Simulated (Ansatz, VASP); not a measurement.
One calculation of TaAl5B, two programs

```
Ta Al B
1.0
    -3.37811    3.37811    2.29798
     3.37811   -3.37811    2.29798
     3.37811    3.37811   -2.29798
Ta Al B
1 5 1
Cartesian
  0.0000 0.0000 0.0000
  1.2979 1.2979 2.2980
  2.0802 2.0802 0.0000
  1.2979 -1.2979 2.2980
  -1.2979 1.2979 2.2980
  0.0000 3.3781 1.1490
  3.3781 0.0000 1.1490
```

Change from the starting cell: species swapped into the SrInAu5 type (I-4m2, No. 119).

Alike in both runs: functional PBE; k mesh 4 × 4 × 4; occupations gaussian, width 0.2 eV; no spin polarisation.

Ansatz relaxed the structure, and its values are those at the end. VASP's run is a single point on that final structure, the one shown.

```csv
,VASP,Ansatz
version,VASP 6.6.1,Ansatz 0.2.0
potentials or method,"VASP PAW PBE potentials, release 64 (Ta_pv, Al, B), cutoff 500 eV","scalar-relativistic, plane waves, PAW"
valence electrons in the cell,29,31
```

|  | VASP | Ansatz | Ansatz less VASP |
| --- | --- | --- | --- |
| gap on the k mesh at the Fermi level (eV) | none | none | - |
| pressure (GPa) | 0.2 | 0.2 | +0.02 |
| rms of the force components (eV/Å) | 0.005 | 0.006 | +0.0007 |

A gap of «none» marks a metal or a gap that the smearing closes. VASP's potentials hold 29 valence electrons a cell and Ansatz's 31, so a difference there can come from the potentials and not from the codes.

The k mesh is coarse, so the values compare programs but aren't converged. Neither program's run includes spin-orbit coupling.
